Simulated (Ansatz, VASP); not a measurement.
## One calculation of Sr, two programs

```
CELL_PARAMETERS angstrom
0.00000 3.01162 3.01162
3.01162 0.00000 3.01162
3.01162 3.01162 0.00000
ATOMIC_POSITIONS crystal
Sr 0.00000 0.00000 0.00000
```

Change from the starting cell: volume scaled by 0.97, PAW files.

Alike in both runs: task electric field gradients; functional PBE; k mesh 10 × 10 × 10; occupations fermi-dirac, width 0.08 eV; no spin polarisation.

|  | VASP | Ansatz |
| --- | --- | --- |
| version | VASP 6.6.1 | Ansatz 0.2.0 |
| potentials or method | VASP PAW PBE potentials, release 64 (Sr_sv) | PAW with Ansatz's default frozen-core files, scalar-relativistic |
| plane-wave cutoff (eV) | 520 | 420 |
| valence electrons in the cell | 10 | 10 |

|  | VASP | Ansatz | Ansatz less VASP |
| --- | --- | --- | --- |
| pressure (GPa) | 0.1 | 0.1 | -0.01 |
